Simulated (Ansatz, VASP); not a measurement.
## One calculation of ScCoO2, two programs

File INCAR:

```
SYSTEM = ScCoO2
  PREC = Accurate
  ENCUT = 520
  EDIFF = 1E-7
  ISMEAR = 0
  SIGMA = 0.1464
  LREAL = .False.
  LASPH = .True.
  NELM = 80
  ALGO = Normal
  ISIF = 2
  LWAVE = .False.
  LCHARG = .False.
  GGA = PS
  NBANDS = 42
  LUSENCCL = .False.
```

The input KPOINTS:

```
Automatic mesh
0
Gamma
  10 10 3
  0 0 0
```

The input POSCAR:

```
ScCoO2
1.0
    3.1583626300      0.0000000000      0.0000000000
   -1.5791818200      2.7352248200      0.0000000000
    0.0000000000      0.0000000000     11.2034832900
Co Sc O
2 2 4
Direct
    0.3333000000      0.6667000000      0.2500000000
    0.6666000000      0.3333000000      0.7500000000
    0.0000000000      0.0000000000      0.0000000000
    0.0000000000      0.0000000000      0.5000000000
    0.3333000000      0.6667000000      0.0894100000
    0.6666000000      0.3333000000      0.5894100000
    0.3333000000      0.6667000000      0.4105900000
    0.6667000000      0.3334000000      0.9105900000
```

Input for Ansatz:

```yaml
crystal:
  lattice:
    - [3.15836263, 0.0, 0.0]
    - [-1.57918182, 2.73522482, 0.0]
    - [0.0, 0.0, 11.20348329]
  atoms:
    - { symbol: Co, position: [0.3333, 0.6667, 0.25] }
    - { symbol: Co, position: [0.6666, 0.3333, 0.75] }
    - { symbol: Sc, position: [0.0, 0.0, 0.0] }
    - { symbol: Sc, position: [0.0, 0.0, 0.5] }
    - { symbol: O, position: [0.3333, 0.6667, 0.08941] }
    - { symbol: O, position: [0.6666, 0.3333, 0.58941] }
    - { symbol: O, position: [0.3333, 0.6667, 0.41059] }
    - { symbol: O, position: [0.6667, 0.3334, 0.91059] }
  symmetry: { tolerance: 0.0003 }
kpoints:
  mp_grid: { grid: [10, 10, 3], shift: [0, 0, 0] }
magnetization:
  spin_polarized: false
scf:
  occupations: { method: gaussian, width: 0.1464 }
  algorithm: direct_min
hamiltonian:
  pseudopotentials: { kind: paw }
  xc: pbesol
basis:
  ecutwfc: 420
output:
  forces: true
  stress: true
  eigenvalues: true
```

Alike in both runs: task single point; functional PBEsol; k mesh 10 × 10 × 3; occupations gaussian, width 0.1464 eV; no spin polarisation.

|  | VASP | Ansatz |
| --- | --- | --- |
| version | VASP 6.6.1 | Ansatz 0.2.0 |
| potentials or method | VASP PAW PBE potentials, release 64 (Co, Sc_sv, O), cutoff 520 eV | PAW plane waves |
| valence electrons in the cell | 64 | 80 |

|  | VASP | Ansatz | Ansatz less VASP |
| --- | --- | --- | --- |
| gap on the k mesh at the Fermi level (eV) | none | none | - |
| pressure (GPa) | 1.7 | 0.8 | -0.88 |
| traceless stress, the component that is largest in VASP (GPa) | 2.80 | 2.89 | +0.092 |
| rms of the force components (eV/Å) | 0.086 | 0.059 | -0.0276 |

VASP's potentials were made for PBE, not for PBEsol. Atom by atom the forces differ by 0.028 eV/Å (rms over components). A gap of «none» marks a metal or a gap that the smearing closes. The functional is the same, so the differences come from potentials, cutoffs and numerics. VASP's potentials hold 64 valence electrons a cell and Ansatz's 80, so a difference there can come from the potentials and not from the codes. Ansatz's warnings: structure snapped to symmetry.
